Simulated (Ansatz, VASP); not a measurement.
Al2Au in VASP and in Ansatz

```
Al Au
1.0
     0.00000    3.00532    3.00532
     3.00532    0.00000    3.00532
     3.00532    3.00532    0.00000
Al Au
2 1
Direct
  0.25000 0.25000 0.25000
  0.75000 0.75000 0.75000
  0.00000 0.00000 0.00000
```

Alike in both runs: task single point; functional r2SCAN; k mesh 10 × 10 × 10; occupations fermi-dirac, width 0.1 eV; no spin polarisation.

|  | VASP | Ansatz |
| --- | --- | --- |
| version | VASP 6.6.1 | Ansatz 0.2.0 |
| potentials or method | VASP PAW PBE potentials, release 64 (Al, Au), cutoff 520 eV | PAW plane waves |
| valence electrons in the cell | 17 | 25 |

```tsv
	VASP	Ansatz	Ansatz less VASP
pressure (GPa)	-0.3	0.0	+0.32
```

VASP's potentials were made for PBE, not for r2SCAN. The functional is the same, so the differences come from potentials, cutoffs and numerics. VASP's potentials hold 17 valence electrons a cell and Ansatz's 25, so a difference there can come from the potentials and not from the codes.

Neither program's run includes spin-orbit coupling.
